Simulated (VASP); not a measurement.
# W (Im-3m) in VASP: a series of runs

The runs below take W through single point, relaxation of cell and atoms, with PBEsol.

Program: VASP 6.6.1. These are calculated values, not measurements. Logs are shortened: lines on timing, memory, paths and dates and some standing lists are left out, and cuts for length are marked.

### 1 The cell of the first run

It takes space group Im-3m (No. 229, cubic). The conventional cell has a = 3.153 Å, b = 3.153 Å, c = 3.153 Å, α = 90.00°, β = 90.00°, γ = 90.00°. W (site symmetry m-3m) has 14 W at 2.73 to 3.15 Å within 3.6 Å.

### 2 Single point, PBEsol

The input, INCAR:

```
SYSTEM = W
PREC = Accurate
ENCUT = 500
EDIFF = 1E-6
ISMEAR = 1
SIGMA = 0.1
LREAL = .FALSE.
LASPH = .TRUE.
NELM = 120
ALGO = Normal
ISIF = 2
LWAVE = .FALSE.
LCHARG = .FALSE.
GGA = PS
NBANDS = 13
GGA_COMPAT = .FALSE.
```

The input, KPOINTS:

```
regular mesh
0
G
  19 19 19
  0 0 0
```

The input, POSCAR:

```
W
1.0
   -1.5766827169      1.5766827169      1.5766827169
    1.5766827169     -1.5766827169      1.5766827169
    1.5766827169      1.5766827169     -1.5766827169
W
1
Direct
    0.0000000000      0.0000000000      0.0000000000
```

Potentials or basis: VASP PAW PBE potentials, release 64 (W_sv).

Run with:

```bash
> cat potpaw_PBE.64/W_sv/POTCAR > POTCAR
> mpirun -np 1 vasp_std > vasp.out
```

OUTCAR:

```text
SYSTEM = W
   PREC = Accurate
   ENCUT = 500
   EDIFF = 1E-6
   ISMEAR = 1
   LREAL = .FALSE.
   LASPH = .TRUE.
   NELM = 120
   ISIF = 2
   GGA = PS

 ion  position               nearest neighbor table
   1  0.000  0.000  0.000-

  LATTYP: Found a body centered cubic cell.
 ALAT       =     3.1533654338

  Lattice vectors:

 A1 = (  -1.5766827169,   1.5766827169,   1.5766827169)
 A2 = (   1.5766827169,  -1.5766827169,   1.5766827169)
 A3 = (   1.5766827169,   1.5766827169,  -1.5766827169)

Analysis of symmetry for initial positions (statically):
=====================================================================
 Subroutine PRICEL returns:
 Original cell was already a primitive cell.

 Routine SETGRP: Setting up the symmetry group for a
 body centered cubic supercell.

 Subroutine GETGRP returns: Found 48 space group operations
 (whereof 48 operations were pure point group operations)
 out of a pool of 48 trial point group operations.

The static configuration has the point symmetry O_h .

Analysis of symmetry for dynamics (positions and initial velocities):
=====================================================================
 Subroutine PRICEL returns:
 Original cell was already a primitive cell.

 Routine SETGRP: Setting up the symmetry group for a
 body centered cubic supercell.

 Subroutine GETGRP returns: Found 48 space group operations
 (whereof 48 operations were pure point group operations)
 out of a pool of 48 trial point group operations.

The dynamic configuration has the point symmetry O_h .

 Subroutine INISYM returns: Found 48 space group operations
 (whereof 48 operations are pure point group operations),
 and found     1 'primitive' translations

----------------------------------------------------------------------------------------

                                     Primitive cell

  volume of cell :      15.6781

  direct lattice vectors                    reciprocal lattice vectors
    -1.576682717  1.576682717  1.576682717     0.000000000  0.317121507  0.317121507
     1.576682717 -1.576682717  1.576682717     0.317121507  0.000000000  0.317121507
     1.576682717  1.576682717 -1.576682717     0.317121507  0.317121507  0.000000000

  length of vectors
     2.730894573  2.730894573  2.730894573     0.448477537  0.448477537  0.448477537

  position of ions in fractional coordinates (direct lattice)
     0.000000000  0.000000000  0.000000000

  ion indices of the primitive-cell ions
   primitive index   ion index
                 1           1

----------------------------------------------------------------------------------------

 KPOINTS: regular mesh

Automatic generation of k-mesh.
 Grid dimensions read from file:
 generate k-points for:   19   19   19

 Generating k-lattice:

  Cartesian coordinates                     Fractional coordinates (reciprocal lattice)
     0.000000000  0.016690606  0.016690606     0.052631579  0.000000000  0.000000000
     0.016690606  0.000000000  0.016690606     0.000000000  0.052631579  0.000000000
     0.016690606  0.016690606  0.000000000     0.000000000  0.000000000  0.052631579

  Length of vectors
     0.023604081  0.023604081  0.023604081

  Shift w.r.t. Gamma in fractional coordinates (k-lattice)
     0.000000000  0.000000000  0.000000000

 Subroutine IBZKPT returns following result:
 ===========================================

 Found    220 irreducible k-points:

 Following reciprocal coordinates:
            Coordinates               Weight
  0.000000  0.000000  0.000000      1.000000
  0.052632  0.000000  0.000000     12.000000
  0.105263  0.000000  0.000000     12.000000
  0.157895  0.000000  0.000000     12.000000
  0.210526  0.000000  0.000000     12.000000
  0.263158  0.000000  0.000000     12.000000
[... 16 lines left out ...]
  0.263158  0.105263  0.000000     48.000000
  0.315789  0.105263 -0.000000     48.000000
 [... further k-points ...]
   k-points           NKPTS =    220   k-points in BZ     NKDIM =    220   number of bands    NBANDS=     13
   number of dos      NEDOS =    301   number of ions     NIONS =      1
   total plane-waves  NPLWV =   8000
   dimension x,y,z NGX =    20 NGY =   20 NGZ =   20
   dimension x,y,z NGXF=    40 NGYF=   40 NGZF=   40
   ions per type =               1
   NGX,Y,Z   is equivalent  to a cutoff of  12.18, 12.18, 12.18 a.u.
   NGXF,Y,Z  is equivalent  to a cutoff of  24.35, 24.35, 24.35 a.u.
 SYSTEM =  W
   PREC   = accura    normal or accurate (medium, high low for compatibility)
   ISTART =      0    job   : 0-new  1-cont  2-samecut
   ICHARG =      2    charge: 1-file 2-atom 10-const
   ISPIN  =      1    spin polarized calculation?
   LNONCOLLINEAR =      F non collinear calculations
   LSORBIT =      F    spin-orbit coupling
   LASPH  =      T    aspherical Exc in radial PAW
   ENCUT  =  500.0 eV  36.75 Ry    6.06 a.u.   4.98  4.98  4.98*2*pi/ulx,y,z
   NELM   =    120;   NELMIN=  2; NELMDL= -5     # of ELM steps
   EDIFF  = 0.1E-05   stopping-criterion for ELM
   LREAL  =      F    real-space projection
   EDIFFG = 0.1E-04   stopping-criterion for IOM
   NSW    =      0    number of steps for IOM
   IBRION =     -1    ionic relax: 0-MD 1-quasi-New 2-CG
   NFREE  =      0    steps in history (QN), initial steepest desc. (CG)
   ISIF   =      2    stress and relaxation
   ISYM   =      2    0-nonsym 1-usesym 2-fastsym
   POTIM  = 0.5000    time-step for ionic-motion
   TEBEG  =    0.0;   TEEND  =   0.0 temperature during run
   PSTRESS=    0.0 pullay stress
   NELECT =      14.0000    total number of electrons
   NUPDOWN=      -1.0000    fix difference up-down
   EMIN   =  10.00;   EMAX   =-10.00  energy-range for DOS
   EFERMI =   0.00;   METHOD = LEGACY
   ISMEAR =     1;   SIGMA  =   0.10  broadening in eV -4-tet -1-fermi 0-gaus
   EFERMI_NEDOS =   21; number of points for ismear=-14 and -15
   IALGO  =     38    algorithm
   IMIX   =      4    mixing-type and parameters
     AMIX     =   0.40;   BMIX     =  1.00
     AMIX_MAG =   1.60;   BMIX_MAG =  1.00
  volume/ion in A,a.u.               =      15.68       105.80
  Fermi-wavevector in a.u.,A,eV,Ry     =   1.576473  2.979102 33.814112  2.485267
  Thomas-Fermi vector in A             =   2.677301
   LORBIT       =      0    0 simple, 1 ext, 2 COOP (PROOUT), +10 PAW based schemes
   GGA     = PS    functional components
   LHFCALC =     F    Hartree Fock is set to
   AEXX    =    0.0000 exact exchange contribution
   IVDW    =     0    specifies the selected vdW correction
   LEPSILON=     F    determine dielectric tensor
   LRPA    =     F    only Hartree local field effects (RPA)
 non-spin polarized calculation
 Methfessel and Paxton  Order N= 1 SIGMA  =   0.10
  energy-cutoff  :      500.00
  volume of cell :       15.68
 maximum number of plane-waves:       414
   NGX =  9   NGY =  9   NGZ =  9

 number of electron      14.0000005 magnetization

 Free energy of the ion-electron system (eV)
  ---------------------------------------------------
  ext. energy  EPLUGINS =         0.00000000
  ---------------------------------------------------
  free energy    TOTEN  =       -13.80697155 eV

  energy without entropy =      -13.80718570  energy(sigma->0) =      -13.80704293

 E-fermi :  11.3937     XC(G=0): -13.8225

 val. band max:       11.3789353495   @ k =  -0.3158   0.3684   0.2632
 cond. band min:      11.4028743954   @ k =  -0.3158   0.3158   0.2105
 fundamental gap:      0.0239390459
 Fermi energy:        11.3937378982

 k-point     1 :       0.0000    0.0000    0.0000
  band No.  band energies     occupation
      1     -62.6898      2.00000
      2     -26.2316      2.00000
      3     -26.2316      2.00000
      4     -26.2316      2.00000
      5       1.7198      2.00000
      6      10.1852      2.00000
      7      10.1852      2.00000
      8      10.1852      2.00000
      9      13.6993      0.00000
     10      13.6993      0.00000
     11      26.0002      0.00000
     12      26.0002      0.00000
     13      26.0002      0.00000

 k-point     2 :       0.0526    0.0000    0.0000
  band No.  band energies     occupation
      1     -62.6861      2.00000
      2     -26.2711      2.00000
      3     -26.2438      2.00000
      4     -26.2318      2.00000
      5       1.8567      2.00000
      6      10.1012      2.00000
      7      10.1669      2.00000
      8      10.3171      2.00000
      9      13.5621      0.00000
     10      13.6998      0.00000
     11      26.1190      0.00000
     12      26.2324      0.00000
     13      26.3431      0.00000

 k-point     3 :       0.1053    0.0000    0.0000
  band No.  band energies     occupation
      1     -62.6751      2.00000
      2     -26.3842      2.00000
      3     -26.2791      2.00000
      4     -26.2324      2.00000
      5       2.2534      2.00000
      6       9.8674      2.00000
      7      10.0890      2.00000
      8      10.7088      2.00000
      9      13.2588     -0.00000
     10      13.7076      0.00000
     11      26.4254      0.00000
     12      26.9097      0.00000
     13      27.2362      0.00000
[... 305 lines left out ...]
 k-point    23 :       0.2632    0.1053    0.0000
  band No.  band energies     occupation
      1     -62.5849      2.00000
      2     -27.2015      2.00000
      3     -26.5606      2.00000
      4     -26.2891      2.00000
      5       5.2293      2.00000
      6       8.4358      2.00000
      7       9.3361      2.00000
      8      13.0236     -0.00000
      9      14.3890      0.00000
     10      15.1017      0.00000
     11      25.1628      0.00000
     12      26.7014      0.00000
     13      31.3277      0.00000

 k-point    24 :       0.3158    0.1053   -0.0000
  band No.  band energies     occupation
      1     -62.5664      2.00000
      2     -27.3536      2.00000
      3     -26.6311      2.00000
      4     -26.2917      2.00000
      5       5.4666      2.00000
      6       8.1821      2.00000
      7       9.8885      2.00000
      8      13.3242     -0.00000
      9      14.5213      0.00000
     10      16.3747      0.00000
     11      24.0486      0.00000
     12      25.2969      0.00000
     13      30.0370      0.00000

 [... further k-points ...]

------------------------ aborting loop because EDIFF is reached ----------------------------------------

  FORCE on cell =-STRESS in cart. coord.  units (eV):
  Direction    XX          YY          ZZ          XY          YZ          ZX
  --------------------------------------------------------------------------------------
  -------------------------------------------------------------------------------------
  Total        0.0585846      0.0585846      0.0585846      0.0000000      0.0000000     -0.0000000
  in kB        5.9868884      5.9868884      5.9868884      0.0000000      0.0000000     -0.0000000
  external PRESSURE =       5.9868884 kB  Pullay stress =       0.0000000 kB

 VOLUME and BASIS-vectors are now :
 -----------------------------------------------------------------------------
  energy-cutoff  :      500.00
  volume of cell :       15.68
      direct lattice vectors                 reciprocal lattice vectors
    -1.576682717  1.576682717  1.576682717     0.000000000  0.317121507  0.317121507
     1.576682717 -1.576682717  1.576682717     0.317121507  0.000000000  0.317121507
     1.576682717  1.576682717 -1.576682717     0.317121507  0.317121507  0.000000000

 POSITION                                       TOTAL-FORCE (eV/Angst)
 -----------------------------------------------------------------------------------
      0.00000      0.00000      0.00000        -0.000000     -0.000000      0.000000
 -----------------------------------------------------------------------------------
    total drift:                                0.000000     -0.000000      0.000000

  FREE ENERGIE OF THE ION-ELECTRON SYSTEM (eV)
  ---------------------------------------------------
  free  energy   TOTEN  =       -13.8069715489 eV

  energy  without entropy=      -13.8071857035  energy(sigma->0) =      -13.80704293
```

It took 12 s on 1 thread of Intel Xeon 6975P-C (Granite Rapids), shared host; peak memory 0.16 GiB.

What came out:

```yaml
Free_energy: -13.8070 eV
Pressure: 0.6 GPa
Band_gap_on_the_k_mesh: zero (bands 7 and 8 overlap by 6.16 eV)
```

Caveat: the PAW data sets were made with another functional, which shifts forces and pressure a little; spin-orbit coupling is left out, which moves the levels of the heavy elements.

### 3 Relaxation of cell and atoms, PBEsol

This run uses another cell than the first one, of 15.78 Å³/atom.

The input, INCAR:

```
  PREC = Accurate
  ENCUT = 500
  EDIFF = 1E-7
  ISMEAR = 1
  SIGMA = 0.1
  LREAL = False
  LASPH = True
  NELM = 120
  ALGO = Normal
  ISIF = 3
  LWAVE = False
  LCHARG = False
  GGA = PS
  IBRION = 2
  NSW = 80
  EDIFFG = -0.02
  GGA_COMPAT = False
  NELMIN = 4
```

The input, KPOINTS:

```
regular mesh
0
Gamma
  19 19 19
```

The input, POSCAR:

```
W
1.0
   -1.5800000000      1.5800000000      1.5800000000
    1.5800000000     -1.5800000000      1.5800000000
    1.5800000000      1.5800000000     -1.5800000000
W
1
Direct
    0.0000000000      0.0000000000      0.0000000000
```

Potentials or basis: VASP PAW PBE potentials, release 64 (W_sv).

Run with:

```bash
> cat potpaw_PBE.64/W_sv/POTCAR > POTCAR
> mpirun -np 1 vasp_std > vasp.out
```

OUTCAR:

```text
PREC = Accurate
   ENCUT = 500
   EDIFF = 1E-7
   ISMEAR = 1
   LREAL = False
   LASPH = True
   NELM = 120
   ISIF = 3
   GGA = PS
   IBRION = 2
   NSW = 80
   EDIFFG = -0.02
   NELMIN = 4

 ion  position               nearest neighbor table
   1  0.000  0.000  0.000-

  LATTYP: Found a body centered cubic cell.
 ALAT       =     3.1600000000

  Lattice vectors:

 A1 = (  -1.5800000000,   1.5800000000,   1.5800000000)
 A2 = (   1.5800000000,  -1.5800000000,   1.5800000000)
 A3 = (   1.5800000000,   1.5800000000,  -1.5800000000)

Analysis of symmetry for initial positions (statically):
=====================================================================
 Subroutine PRICEL returns:
 Original cell was already a primitive cell.

 Routine SETGRP: Setting up the symmetry group for a
 body centered cubic supercell.

 Subroutine GETGRP returns: Found 48 space group operations
 (whereof 48 operations were pure point group operations)
 out of a pool of 48 trial point group operations.

The static configuration has the point symmetry O_h .

Analysis of symmetry for dynamics (positions and initial velocities):
=====================================================================
 Subroutine PRICEL returns:
 Original cell was already a primitive cell.

 Routine SETGRP: Setting up the symmetry group for a
 body centered cubic supercell.

 Subroutine GETGRP returns: Found 48 space group operations
 (whereof 48 operations were pure point group operations)
 out of a pool of 48 trial point group operations.

The dynamic configuration has the point symmetry O_h .

 Subroutine INISYM returns: Found 48 space group operations
 (whereof 48 operations are pure point group operations),
 and found     1 'primitive' translations

[... 126 lines left out ...]
  energy-cutoff  :      500.00
  volume of cell :       15.78
 maximum number of plane-waves:       417
   NGX =  9   NGY =  9   NGZ =  9

--------------------------------------- Ionic step        1  -------------------------------------------

 number of electron      14.0000004 magnetization

 Free energy of the ion-electron system (eV)
  ---------------------------------------------------
  ext. energy  EPLUGINS =         0.00000000
  ---------------------------------------------------
  free energy    TOTEN  =       -13.80677495 eV

  energy without entropy =      -13.80695224  energy(sigma->0) =      -13.80683405

------------------------ aborting loop because EDIFF is reached ----------------------------------------

  FORCE on cell =-STRESS in cart. coord.  units (eV):
  Direction    XX          YY          ZZ          XY          YZ          ZX
  --------------------------------------------------------------------------------------
  -------------------------------------------------------------------------------------
  Total       -0.1419549     -0.1419549     -0.1419549      0.0000000      0.0000000     -0.0000000
  in kB      -14.4154953    -14.4154953    -14.4154953      0.0000000      0.0000000     -0.0000000
  external PRESSURE =     -14.4154953 kB  Pullay stress =       0.0000000 kB
[... 57 lines left out ...]
--------------------------------------- Ionic step        3  -------------------------------------------

 number of electron      14.0000005 magnetization

 Free energy of the ion-electron system (eV)
  ---------------------------------------------------
  ext. energy  EPLUGINS =         0.00000000
  ---------------------------------------------------
  free energy    TOTEN  =       -13.80709336 eV

  energy without entropy =      -13.80729927  energy(sigma->0) =      -13.80716200

 E-fermi :  11.3670     XC(G=0): -13.8118

 val. band max:       11.3517739397   @ k =  -0.3158   0.3684   0.2632
 cond. band min:      11.3757863684   @ k =  -0.3158   0.3158   0.2105
 fundamental gap:      0.0240124287
 Fermi energy:        11.3669573997

 k-point     1 :       0.0000    0.0000    0.0000
  band No.  band energies     occupation
      1     -62.7195      2.00000
      2     -26.2641      2.00000
      3     -26.2641      2.00000
      4     -26.2641      2.00000
      5       1.7029      2.00000
      6      10.1612      2.00000
      7      10.1612      2.00000
      8      10.1612      2.00000
      9      13.6675      0.00000
     10      13.6675      0.00000
     11      25.9687      0.00000
[... 309 lines left out ...]
 k-point    24 :       0.3158    0.1053    0.0000
  band No.  band energies     occupation
      1     -62.5971      2.00000
      2     -27.3793      2.00000
      3     -26.6613      2.00000
      4     -26.3238      2.00000
      5       5.4484      2.00000
      6       8.1630      2.00000
      7       9.8612      2.00000
      8      13.2927     -0.00000
      9      14.4862      0.00000
     10      16.3347      0.00000
     11      24.0017      0.00000

 [... further k-points ...]

------------------------ aborting loop because EDIFF is reached ----------------------------------------

  FORCE on cell =-STRESS in cart. coord.  units (eV):
  Direction    XX          YY          ZZ          XY          YZ          ZX
  --------------------------------------------------------------------------------------
  -------------------------------------------------------------------------------------
  Total       -0.0007344     -0.0007344     -0.0007344      0.0000000      0.0000000     -0.0000000
  in kB       -0.0749080     -0.0749080     -0.0749080      0.0000000      0.0000000     -0.0000000
  external PRESSURE =      -0.0749080 kB  Pullay stress =       0.0000000 kB
[... 16 lines left out ...]
  FREE ENERGIE OF THE ION-ELECTRON SYSTEM (eV)
  ---------------------------------------------------
  free  energy   TOTEN  =       -13.8070933638 eV

  energy  without entropy=      -13.8072992686  energy(sigma->0) =      -13.80716200

 reached required accuracy - stopping structural energy minimisation
```

CONTCAR:

```text
W
   1.00000000000000
    -1.5776693288160968    1.5776693288160968    1.5776693288160968
     1.5776693288160968   -1.5776693288160968    1.5776693288160968
     1.5776693288160968    1.5776693288160968   -1.5776693288160968
  W
     1
Direct
     0.0000000000000000    0.0000000000000000    0.0000000000000000

  0.00000000E+00  0.00000000E+00  0.00000000E+00
```

Run time: 24 s. Hardware: 1 thread of Intel Xeon 6975P-C (Granite Rapids), shared host; peak memory 0.16 GiB.

What came out:

```
Free energy                           : -13.8071 eV
Relaxed volume                        : 15.71 Å³/atom
Relaxed cell                          : a = 2.733 Å, b = 2.733 Å, c = 2.733 Å, α = 109.47°, β = 109.47°, γ = 109.47°
Space group after relaxing (to 0.1 Å) : Im-3m (No. 229)
Energy gained by relaxing             : 0.3 meV/atom
Ionic steps                           : 3
Pressure after relaxing               : 0.0 GPa
Band gap on the k mesh                : zero (bands 7 and 8 overlap by 6.15 eV)
```

The path:
```
step  energy change (eV)  largest force (eV/Å)  pressure (GPa)  volume (Å³)
   1              0.0000                0.0000           -1.44        15.78
   2              0.0039                0.0000            5.50        15.46
   3             -0.0003                0.0000           -0.01        15.71
```

Final structure:
```xyz
1
Lattice="-1.5777 1.5777 1.5777 1.5777 -1.5777 1.5777 1.5777 1.5777 -1.5777" Properties=species:S:1:pos:R:3 pbc="T T T"
W     0.0000    0.0000    0.0000
```

Caveat: the PAW data sets were made with another functional, which shifts forces and pressure a little; spin-orbit coupling is left out, which moves the levels of the heavy elements.

The gap in the log of VASP goes by the Fermi energy; the results here count the filled bands.